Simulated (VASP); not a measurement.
# HfO2: elastic constants with PBE

HfO2:

```
Hf O
1.0
     0.00000    2.52605    2.52605
     2.52605    0.00000    2.52605
     2.52605    2.52605    0.00000
Hf O
1 2
Direct
  0.00000 0.00000 0.00000
  0.25000 0.25000 0.25000
  0.75000 0.75000 0.75000
```

| Item | Value |
| --- | --- |
| Program | VASP 6.6.1 |
| Task | elastic constants |
| Functional | PBE |
| Potentials or basis | VASP PAW PBE potentials, release 64 (Hf_pv, O) |
| Cutoff | 600 eV |
| k mesh | 8 × 8 × 8 |
| Occupations | gaussian, width 0.01 eV |
| Spin | no spin polarisation |
| Dipole correction | no |
| Ions in elastic constants | relaxed |
| Further INCAR settings | ALGO = Normal; EDIFF = 1e-08; NBANDS = 18; IBRION = 6; POTIM = 0.015; NSW = 1; ISIF = 3 |

```
Elastic constants C11, C12, C44                         : 577, 103, 70 GPa
Voigt bulk modulus                                      : 261 GPa
Highest phonon frequency at Γ, LO-TO splitting left out : 583 cm⁻¹
```

Phonon frequencies in cm⁻¹ (negative: imaginary):
| q point | frequencies |
| --- | --- |
| (0.000, 0.000, 0.000) | 0 0 0 237 237 237 583 583 583 |

Elastic tensor in Voigt notation (GPa, in the Cartesian axes of the cell as first typed):
```
577 103 103   0   0   0
103 577 103   0   0   0
103 103 577   0   0   0
  0   0   0  70   0   0
  0   0   0   0  70   0
  0   0   0   0   0  70
```

Clamped-ion elastic tensor (GPa):
```
577 103 103   0   0   0
103 577 103   0   0   0
103 103 577   0   0   0
  0   0   0  98   0   0
  0   0   0   0  98   0
  0   0   0   0   0  98
```

Wall time 24 min on 1 thread of Intel Xeon 8259CL, on a shared host, peak memory 0.35 GiB.

Caveat: the cell is under stress, which shifts elastic constants.
